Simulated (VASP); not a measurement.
# Os (P6_3/mmc) in VASP: further runs

Aim: see how the results for Os move with the level of theory and the settings. Levels: PBE0, LDA, r2SCAN+rVV10. Tasks: single point.

Program: VASP 6.6.1. These are calculated values, not measurements. Logs are shortened: lines on timing, memory, paths and dates and some standing lists are left out, and cuts for length are marked.

**1. The cell of the first run**

The structure is hexagonal, space group P6_3/mmc (No. 194). Conventional cell: a = 2.733 Å, b = 2.733 Å, c = 4.279 Å, α = 90.00°, β = 90.00°, γ = 120.00°. Os (site symmetry -6m2) has 12 Os at 2.66 to 2.73 Å within 3.5 Å.

**2. Single point, PBE0**

POSCAR

```
Os
1.0
    2.7326610076      0.0000000000      0.0000000000
   -1.3663305038      2.3665538525      0.0000000000
    0.0000000000      0.0000000000      4.2793599863
Os
2
Direct
    0.6666666667      0.3333333333      0.7500000000
    0.3333333333      0.6666666667      0.2500000000
```

INCAR.step1

```
PREC     = Accurate       # precision mode
ENCUT    = 420            # plane-wave cutoff, eV
EDIFF    = 1E-5           # SCF threshold, eV
ISMEAR   = -1             # smearing method
SIGMA    = 0.05           # smearing width, eV
LREAL    = F              # projectors in reciprocal space
LASPH    = T              # aspherical terms in the spheres
NELM     = 120            # most SCF steps
ALGO     = Normal         # electronic algorithm
ISIF     = 2              # what is computed and relaxed
LWAVE    = T              # write WAVECAR
LCHARG   = F              # write CHGCAR
GGA      = PE             # functional
NBANDS   = 23             # bands
GGA_COMPAT= F
```

INCAR.step2

```
PREC     = Accurate       # precision mode
ENCUT    = 420            # plane-wave cutoff, eV
EDIFF    = 1E-6           # SCF threshold, eV
ISMEAR   = -1             # smearing method
SIGMA    = 0.05           # smearing width, eV
LREAL    = F              # projectors in reciprocal space
LASPH    = T              # aspherical terms in the spheres
NELM     = 120            # most SCF steps
ALGO     = Normal         # electronic algorithm
ISIF     = 2              # what is computed and relaxed
LWAVE    = F              # write WAVECAR
LCHARG   = F              # write CHGCAR
GGA      = PE             # functional
LHFCALC  = T              # exact exchange
AEXX     = 0.25           # exact-exchange fraction
PRECFOCK = Normal       
ISTART   = 1            
NBANDS   = 23             # bands
GGA_COMPAT= F
```

KPOINTS

```
regular mesh
0
Gamma
  6 6 3
```

Potentials or basis: VASP PAW PBE potentials, release 64 (Os_sv_GW).

On the command line:

```sh
> cat potpaw_PBE.64/Os_sv_GW/POTCAR > POTCAR
> cp INCAR.step1 INCAR
> mpirun -np 1 vasp_std > vasp.out
> cp INCAR.step2 INCAR
> mpirun -np 1 vasp_std > vasp.out
```

OUTCAR:

```text
PREC = Accurate
   ENCUT = 420
   EDIFF = 1E-6
   ISMEAR = -1
   LREAL = F
   LASPH = T
   NELM = 120
   ISIF = 2
   GGA = PE
   LHFCALC = T
   AEXX = 0.25
   PRECFOCK = Normal
   ISTART = 1

 ion  position               nearest neighbor table
   1  0.667  0.333  0.750-   2 2.66   2 2.66   2 2.66   2 2.66   2 2.66   2 2.66
   2  0.333  0.667  0.250-   1 2.66   1 2.66   1 2.66   1 2.66   1 2.66   1 2.66

  LATTYP: Found a hexagonal cell.
 ALAT       =     2.7326610076
 C/A-ratio  =     1.5660047018

  Lattice vectors:

 A1 = (   2.7326610076,   0.0000000000,   0.0000000000)
 A2 = (  -1.3663305038,   2.3665538525,   0.0000000000)
 A3 = (   0.0000000000,   0.0000000000,   4.2793599863)

Analysis of symmetry for initial positions (statically):
=====================================================================
 Subroutine PRICEL returns:
 Original cell was already a primitive cell.

 Routine SETGRP: Setting up the symmetry group for a
 hexagonal supercell.

 Subroutine GETGRP returns: Found 24 space group operations
 (whereof 12 operations were pure point group operations)
 out of a pool of 24 trial point group operations.

The static configuration has the point symmetry D_3d.
 The point group associated with its full space group is D_6h.

Analysis of symmetry for dynamics (positions and initial velocities):
=====================================================================
 Subroutine PRICEL returns:
 Original cell was already a primitive cell.

 Routine SETGRP: Setting up the symmetry group for a
 hexagonal supercell.

 Subroutine GETGRP returns: Found 24 space group operations
 (whereof 12 operations were pure point group operations)
 out of a pool of 24 trial point group operations.

The dynamic configuration has the point symmetry D_3d.
 The point group associated with its full space group is D_6h.

 Subroutine INISYM returns: Found 24 space group operations
 (whereof 12 operations are pure point group operations),
 and found     1 'primitive' translations

----------------------------------------------------------------------------------------

                                     Primitive cell

  volume of cell :      27.6746

  direct lattice vectors                    reciprocal lattice vectors
     2.732661008  0.000000000  0.000000000     0.365943671  0.211277677  0.000000000
    -1.366330504  2.366553853  0.000000000     0.000000000  0.422555354  0.000000000
     0.000000000  0.000000000  4.279359986     0.000000000  0.000000000  0.233679803

  length of vectors
     2.732661008  2.732661008  4.279359986     0.422555354  0.422555354  0.233679803

  position of ions in fractional coordinates (direct lattice)
     0.666666667  0.333333333  0.750000000
     0.333333333  0.666666667  0.250000000

  ion indices of the primitive-cell ions
   primitive index   ion index
                 1           1
                 2           2

----------------------------------------------------------------------------------------

 KPOINTS: regular mesh

Automatic generation of k-mesh.
 Grid dimensions read from file:
 generate k-points for:    6    6    3

 Generating k-lattice:

  Cartesian coordinates                     Fractional coordinates (reciprocal lattice)
     0.060990612  0.035212946  0.000000000     0.166666667  0.000000000  0.000000000
     0.000000000  0.070425892  0.000000000     0.000000000  0.166666667  0.000000000
     0.000000000  0.000000000  0.077893268     0.000000000  0.000000000  0.333333333

  Length of vectors
     0.070425892  0.070425892  0.077893268

  Shift w.r.t. Gamma in fractional coordinates (k-lattice)
     0.000000000  0.000000000  0.000000000

 Subroutine IBZKPT returns following result:
 ===========================================

 Found     14 irreducible k-points:

 Following reciprocal coordinates:
            Coordinates               Weight
  0.000000  0.000000  0.000000      1.000000
  0.166667  0.000000  0.000000      6.000000
  0.333333  0.000000  0.000000      6.000000
  0.500000  0.000000  0.000000      3.000000
  0.166667  0.166667  0.000000      6.000000
  0.333333  0.166667  0.000000     12.000000
  0.333333  0.333333  0.000000      2.000000
  0.000000  0.000000  0.333333      2.000000
  0.166667  0.000000  0.333333     12.000000
  0.333333  0.000000  0.333333     12.000000
  0.500000  0.000000  0.333333      6.000000
  0.166667  0.166667  0.333333     12.000000
  0.333333  0.166667  0.333333     24.000000
  0.333333  0.333333  0.333333      4.000000
   k-points           NKPTS =     14   k-points in BZ     NKDIM =    108   number of bands    NBANDS=     23
   number of dos      NEDOS =    301   number of ions     NIONS =      2
   total plane-waves  NPLWV =   9720
   dimension x,y,z NGX =    18 NGY =   18 NGZ =   30
   dimension x,y,z NGXF=    36 NGYF=   36 NGZF=   60
   ions per type =               2
   NGX,Y,Z   is equivalent  to a cutoff of  10.95, 10.95, 11.65 a.u.
   NGXF,Y,Z  is equivalent  to a cutoff of  21.90, 21.90, 23.31 a.u.
 SYSTEM =  unknown system
   PREC   = accura    normal or accurate (medium, high low for compatibility)
   ISTART =      1    job   : 0-new  1-cont  2-samecut
   ICHARG =      0    charge: 1-file 2-atom 10-const
   ISPIN  =      1    spin polarized calculation?
   LNONCOLLINEAR =      F non collinear calculations
   LSORBIT =      F    spin-orbit coupling
   LASPH  =      T    aspherical Exc in radial PAW
   ENCUT  =  420.0 eV  30.87 Ry    5.56 a.u.   4.57  4.57  7.15*2*pi/ulx,y,z
   NELM   =    120;   NELMIN=  2; NELMDL=  0     # of ELM steps
   EDIFF  = 0.1E-05   stopping-criterion for ELM
   LREAL  =      F    real-space projection
   EDIFFG = 0.1E-04   stopping-criterion for IOM
   NSW    =      0    number of steps for IOM
   IBRION =     -1    ionic relax: 0-MD 1-quasi-New 2-CG
   NFREE  =      0    steps in history (QN), initial steepest desc. (CG)
   ISIF   =      2    stress and relaxation
   ISYM   =      3    0-nonsym 1-usesym 2-fastsym
   POTIM  = 0.5000    time-step for ionic-motion
   TEBEG  =    0.0;   TEEND  =   0.0 temperature during run
   PSTRESS=    0.0 pullay stress
   NELECT =      32.0000    total number of electrons
   NUPDOWN=      -1.0000    fix difference up-down
   EMIN   =  10.00;   EMAX   =-10.00  energy-range for DOS
   EFERMI =   0.00;   METHOD = LEGACY
   ISMEAR =    -1;   SIGMA  =   0.05  broadening in eV -4-tet -1-fermi 0-gaus
   EFERMI_NEDOS =   21; number of points for ismear=-14 and -15
   IALGO  =     38    algorithm
   IMIX   =      1    mixing-type and parameters
     AMIX     =   0.40;   BMIX     =  1.00
     AMIX_MAG =   1.60;   BMIX_MAG =  1.00
  volume/ion in A,a.u.               =      13.84        93.38
  Fermi-wavevector in a.u.,A,eV,Ry     =   1.718295  3.247108 40.171734  2.952539
  Thomas-Fermi vector in A             =   2.795135
   LORBIT       =      0    0 simple, 1 ext, 2 COOP (PROOUT), +10 PAW based schemes
   GGA     = PE    functional components
   LHFCALC =     T    Hartree Fock is set to
   PRECFOCK=normal    Normal, Fast or Accurate (Low or Medium for compatibility)
   ENCUT4O =  -1.0   cutoff for four orbital integrals eV
   NKREDX  =     1    reduce k-point grid by
   NKREDY  =     1    reduce k-point grid by
   NKREDZ  =     1    reduce k-point grid by
   AEXX    =    0.2500 exact exchange contribution
   HFSCREEN=    0.0000 screening length (either q_TF or 0.3 A-1)
   HFSCREENC=   0.0000 screening length for correlation (either q_TF or 0.3 A-1)
   ENCUTFOCK=  -1.0 apply spherical cutoff to Coloumb kernel
   IVDW    =     0    specifies the selected vdW correction
   LEPSILON=     F    determine dielectric tensor
   LRPA    =     F    only Hartree local field effects (RPA)
 non-spin polarized calculation
  energy-cutoff  :      420.00
  volume of cell :       27.67
 maximum number of plane-waves:       549
  NGX = 14; NGY = 14; NGZ = 24

 number of electron      32.0000001 magnetization

 Free energy of the ion-electron system (eV)
  ---------------------------------------------------
  ext. energy  EPLUGINS =         0.00000000
  ---------------------------------------------------
  free energy    TOTEN  =       -27.80106812 eV

  energy without entropy =      -27.80096320  energy(sigma->0) =      -27.80101566

 E-fermi :  13.7308     XC(G=0): -11.4804

 val. band max:       13.3990622857   @ k =   0.1667   0.1667   0.0000
 cond. band min:      13.9751578511   @ k =   0.0000   0.0000   0.0000
 fundamental gap:      0.5760955653
 Fermi energy:        13.7308319579

 k-point     1 :       0.0000    0.0000    0.0000
  band No.  band energies     occupation
      1     -77.6806      2.00000
      2     -77.5274      2.00000
      3     -36.4490      2.00000
      4     -35.2972      2.00000
      5     -35.2972      2.00000
      6     -35.0709      2.00000
[... 15 lines left out ...]
     22      28.2859      0.00000
     23      30.9762      0.00000

 k-point     2 :       0.1667    0.0000    0.0000
  band No.  band energies     occupation
      1     -77.6539      2.00000
      2     -77.5186      2.00000
      3     -36.3341      2.00000
      4     -35.5241      2.00000
      5     -35.3742      2.00000
      6     -35.3055      2.00000
[... 15 lines left out ...]
     22      30.3571      0.00000
     23      31.8866      0.00000

 k-point     3 :       0.3333    0.0000    0.0000
  band No.  band energies     occupation
      1     -77.5949      2.00000
      2     -77.5064      2.00000
      3     -36.0558      2.00000
      4     -35.9745      2.00000
      5     -35.7470      2.00000
      6     -35.5192      2.00000
[... 15 lines left out ...]
     22      26.3199      0.00000
     23      29.4141      0.00000
[... 235 lines left out ...]
 k-point    13 :       0.3333    0.1667    0.3333
  band No.  band energies     occupation
      1     -77.5455      2.00000
      2     -77.5200      2.00000
      3     -36.2304      2.00000
      4     -36.1157      2.00000
      5     -35.6869      2.00000
      6     -35.5131      2.00000
[... 15 lines left out ...]
     22      26.6321      0.00000
     23      28.5973      0.00000

 k-point    14 :       0.3333    0.3333    0.3333
  band No.  band energies     occupation
      1     -77.5237      2.00000
      2     -77.5237      2.00000
      3     -36.0955      2.00000
      4     -36.0955      2.00000
      5     -35.9293      2.00000
      6     -35.6935      2.00000
[... 15 lines left out ...]
     22      26.4740      0.00000
     23      26.4740      0.00000

------------------------ aborting loop because EDIFF is reached ----------------------------------------

  FORCE on cell =-STRESS in cart. coord.  units (eV):
  Direction    XX          YY          ZZ          XY          YZ          ZX
  --------------------------------------------------------------------------------------
  -------------------------------------------------------------------------------------
  Total       -0.2244979     -0.2244979     -0.6588603      0.0000000     -0.0000000      0.0000000
  in kB      -12.9969626    -12.9969626    -38.1437114      0.0000000     -0.0000000      0.0000000
  external PRESSURE =     -21.3792122 kB  Pullay stress =       0.0000000 kB

 VOLUME and BASIS-vectors are now :
 -----------------------------------------------------------------------------
  energy-cutoff  :      420.00
  volume of cell :       27.67
      direct lattice vectors                 reciprocal lattice vectors
     2.732661008  0.000000000  0.000000000     0.365943671  0.211277677  0.000000000
    -1.366330504  2.366553853  0.000000000     0.000000000  0.422555354  0.000000000
     0.000000000  0.000000000  4.279359986     0.000000000  0.000000000  0.233679803

 POSITION                                       TOTAL-FORCE (eV/Angst)
 -----------------------------------------------------------------------------------
      1.36633      0.78885      3.20952        -0.000000      0.000000      0.000000
     -0.00000      1.57770      1.06984         0.000000     -0.000000     -0.000000
 -----------------------------------------------------------------------------------
    total drift:                                0.000000      0.000000      0.000000

  FREE ENERGIE OF THE ION-ELECTRON SYSTEM (eV)
  ---------------------------------------------------
  free  energy   TOTEN  =       -27.8010681228 eV

  energy  without entropy=      -27.8009631976  energy(sigma->0) =      -27.80101566
```

Run time: 10 min. Hardware: 1 thread of AMD EPYC 9R45 (Zen 5), shared host; peak memory 0.11 GiB.

What came out:

```yaml
Free_energy: -27.8011 eV
Pressure: -2.1 GPa
Band_gap_on_the_k_mesh: zero (bands 16 and 17 overlap by 5.33 eV)
```

Caveat: the k points lie up to 0.49 Å⁻¹ apart, too coarse for converged energies and pressures of a metal; the PAW data sets were made with another functional, which shifts forces and pressure a little; spin-orbit coupling is left out, which moves the levels of the heavy elements.

**3. Single point, LDA, non-collinear spin, zero start, spin-orbit coupling**

This run uses another cell than the first one, of 13.14 Å³/atom.

INCAR

```
ALGO     = Normal         # electronic algorithm
EDIFF    = 1E-6           # SCF threshold, eV
ENCUT    = 560            # plane-wave cutoff, eV
GGA      = CA             # functional
GGA_COMPAT= F            
ISIF     = 2              # what is computed and relaxed
ISMEAR   = -1             # smearing method
LASPH    = T              # aspherical terms in the spheres
LCHARG   = T              # write CHGCAR
LMAXMIX  = 4              # l up to which the mixer works
LNONCOLLINEAR= T              # non-collinear magnetism
LORBIT   = 11             # projections on sites
LORBMOM  = T            
LREAL    = F              # projectors in reciprocal space
LSORBIT  = T              # spin-orbit coupling
LVHAR    = T            
LWAVE    = F              # write WAVECAR
MAGMOM   = 0 0 0 0 0 0    # initial moments
NBANDS   = 44             # bands
NELM     = 200            # most SCF steps
PREC     = Accurate       # precision mode
SIGMA    = 0.05           # smearing width, eV
```

KPOINTS

```
k-points
0
Gamma
  11 11 6
```

POSCAR

```
Os
1.0
    2.6782863798      0.0000000000      0.0000000000
   -1.3391431899      2.3194640436      0.0000000000
    0.0000000000      0.0000000000      4.2315181138
Os
2
Direct
    0.6666666667      0.3333333333      0.7500000000
    0.3333333333      0.6666666667      0.2500000000
```

Potentials or basis: VASP PAW LDA potentials, release 64 (Os_sv_GW).

On the command line:

```sh
> cat potpaw_LDA.64/Os_sv_GW/POTCAR > POTCAR
> mpirun -np 1 vasp_ncl > vasp.out
```

Run time: 2.4 min. Hardware: 1 thread of Intel Xeon Platinum 8259CL at 2.50GHz (Skylake/Cascade Lake), shared host; peak memory 0.27 GiB.

It converged, with:

- Free energy: -31.2896 eV
- Pressure: 22.5 GPa
- Net moment: 0.00 μB per cell
- Valence electrons inside the program's atomic spheres: Os 15.28

Stress tensor (GPa, compression positive):
```
22.04  0.00  0.00
 0.00 22.04  0.00
 0.00  0.00 23.47
```

Moments on the atoms (μB; x, y, z):
```
Os  0.00 0.00 0.00
Os  0.00 0.00 0.00
```

Caveat: the cell stands under pressure.

**4. Single point, r2SCAN+rVV10**

This run uses another cell than the first one, of 14.54 Å³/atom.

POSCAR

```
Os
1.0
    2.7700791260      0.0000000000      0.0000000000
   -1.3850395630      2.3989588936      0.0000000000
    0.0000000000      0.0000000000      4.3765446767
Os
2
Direct
    0.6666666667      0.3333333333      0.7500000000
    0.3333333333      0.6666666667      0.2500000000
```

INCAR.step1

```
SYSTEM = Os
PREC = Accurate ; ENCUT = 620
ISMEAR = -1 ; SIGMA = 0.05
LREAL = .FALSE. ; LASPH = .TRUE.
NELM = 120 ; NBANDS = 23
GGA = PE ; ALGO = Normal
EDIFF = 1E-5 ; LWAVE = .TRUE.
LCHARG = .FALSE. ; GGA_COMPAT = .FALSE.
```

INCAR.step2

```
SYSTEM = Os
PREC = Accurate ; ENCUT = 620
EDIFF = 1E-6 ; ISMEAR = -1
SIGMA = 0.05 ; LREAL = .FALSE.
LASPH = .TRUE. ; NELM = 120
ALGO = Normal ; ISIF = 2
LWAVE = .FALSE. ; LCHARG = .FALSE.
METAGGA = R2SCAN ; LMIXTAU = .TRUE.
LUSE_VDW = .TRUE. ; IVDW_NL = 2
BPARAM = 11.95 ; CPARAM = 0.0093
NBANDS = 23 ; ISTART = 1
GGA_COMPAT = .FALSE.
```

KPOINTS

```
regular mesh
0
G
  11 11 6
  0 0 0
```

Potentials or basis: VASP PAW PBE potentials, release 64 (Os_sv_GW).

On the command line:

```sh
> cat potpaw_PBE.64/Os_sv_GW/POTCAR > POTCAR
> cp INCAR.step1 INCAR
> mpirun -np 1 vasp_std > vasp.out
> cp INCAR.step2 INCAR
> mpirun -np 1 vasp_std > vasp.out
```

It took 7.6 min on 1 thread of AMD EPYC, shared host; peak memory 0.26 GiB.

Results (log left out):

```
Free energy            : -107.5972 eV
Pressure               : -17.3 GPa
Band gap on the k mesh : zero (bands 16 and 17 overlap by 3.83 eV)
```

Stress tensor (GPa, compression positive):
```
-16.81   0.00   0.00
  0.00 -16.81   0.00
  0.00   0.00 -18.35
```

Levels at points of the mesh, in eV from the Fermi level:
```
           k point  band 13  band 14  band 15  band 16  band 17  band 18  band 19  band 20
(0.00, 0.00, 0.00)    -2.69    -2.12    -2.12    -1.50    -1.50    -0.02     1.71     1.71
(0.00, 0.00, 0.50)    -3.14    -3.14    -3.14    -3.14     0.92     0.92     0.92     0.92
```

Caveat: the cell stands under tension; the PAW data sets were made with another functional, which shifts forces and pressure a little; spin-orbit coupling is left out, which moves the levels of the heavy elements.

**5. Overview**

| level | potentials or basis | spin | cell | k mesh | cutoff (eV) | grid for exact exchange (PRECFOCK) | share of exact exchange | gap on the mesh (eV) | pressure (GPa) |
| --- | --- | --- | --- | --- | --- | --- | --- | --- | --- |
| PBE0 | VASP PAW PBE potentials, release 64 (Os_sv_GW) | off | a = 2.733, b = 2.733, c = 4.279 Å, angles 90.0, 90.0, 120.0°, 2 atoms | 6 × 6 × 3 | 420 | Normal | 0.25 | none | -2.1 |
| LDA | VASP PAW LDA potentials, release 64 (Os_sv_GW) | non-collinear, zero start, SOC | a = 2.678, b = 2.678, c = 4.232 Å, angles 90.0, 90.0, 120.0°, 2 atoms | 11 × 11 × 6 | 560 | - | - | - | 22.5 |
| r2SCAN+rVV10 | VASP PAW PBE potentials, release 64 (Os_sv_GW) | off | a = 2.770, b = 2.770, c = 4.377 Å, angles 90.0, 90.0, 120.0°, 2 atoms | 11 × 11 × 6 | 620 | - | - | none | -17.3 |

Alike in all rows: task single point; smearing fermi-dirac 0.05 eV.

Caveats: some runs use coarse meshes; the PAW data sets were made with another functional, which shifts forces and pressure a little (at least some runs); spin-orbit coupling is left out, which moves the levels of the heavy elements (at least some runs); the cell stands under pressure (at least some runs); the cell stands under tension (at least some runs).

Total energies depend on the potentials used, so only differences within one code and one set of settings carry meaning.

The gap in the log of VASP goes by the Fermi energy; the results here count the filled bands.